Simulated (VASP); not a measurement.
Wanted: the native input for a VASP 6.6.1 run.

* Task: single point
* Functional: PBE-based screened hybrid with 25 % exact exchange
* Potentials or basis: VASP PAW PBE potentials, release 64 (Li_sv)
* Cutoff: 650 eV
* k mesh: 7 × 7 × 7
* Occupations: fermi-dirac, width 0.1 eV
* Spin: no spin polarisation
* Dipole correction: no
* Grid for exact exchange (PRECFOCK): Normal
* Share of exact exchange: 0.25
* Further INCAR settings: ALGO = Normal; EDIFF = 1e-06; NBANDS = 8
* Screening parameter: 0.3 1/Å

Crystal: Li.

```
Li
1.0
     0.00000    2.04416    2.04416
     2.04416    0.00000    2.04416
     2.04416    2.04416    0.00000
Li
1
Direct
  0.00000 0.00000 0.00000
```

This isn't the form of Li at room conditions, which is bcc.

The input as run:

POSCAR

```
Li
1.0
    0.0000000000      2.0441557200      2.0441557200
    2.0441557200      0.0000000000      2.0441557200
    2.0441557200      2.0441557200      0.0000000000
Li
1
Direct
    0.0000000000      0.0000000000      0.0000000000
```

INCAR.step1

```
  ALGO = Normal
  EDIFF = 1E-5
  ENCUT = 650
  GGA = PE
  GGA_COMPAT = F
  ISIF = 2
  ISMEAR = -1
  LASPH = T
  LREAL = F
  LWAVE = T
  NBANDS = 8
  NELM = 120
  PREC = Accurate
  SIGMA = 0.1
```

INCAR.step2

```
  AEXX = 0.25
  ALGO = Normal
  EDIFF = 1E-6
  ENCUT = 650
  GGA = PE
  GGA_COMPAT = F
  HFSCREEN = 0.3
  ISIF = 2
  ISMEAR = -1
  ISTART = 1
  LASPH = T
  LCHARG = T
  LELF = T
  LHFCALC = T
  LREAL = F
  LVHAR = T
  LWAVE = F
  NBANDS = 8
  NELM = 120
  PREC = Accurate
  PRECFOCK = Normal
  SIGMA = 0.1
```

KPOINTS

```
k-points
0
Gamma
  7 7 7
```

Potentials or basis: VASP PAW PBE potentials, release 64 (Li_sv).

Run with:

```console
$ cat potpaw_PBE.64/Li_sv/POTCAR > POTCAR
$ cp INCAR.step1 INCAR
$ mpirun -np 1 vasp_std > vasp.out
$ cp INCAR.step2 INCAR
$ mpirun -np 1 vasp_std > vasp.out
```

Results of the run:

| Quantity | Value |
| --- | --- |
| Pressure | 3.1 GPa |
| Band gap on the k mesh | zero (an odd number of electrons rules out a gap without spin polarisation) |

Caveat: the k points lie up to 0.38 Å⁻¹ apart, too coarse for converged energies and pressures of a metal; the PAW data sets were made with another functional, which shifts forces and pressure a little.

It took 3.3 min on 1 thread of Intel(R) Xeon(R) Platinum 8259CL CPU @ 2.50GHz (Skylake/Cascade Lake), on a shared host, peak memory 0.23 GiB.
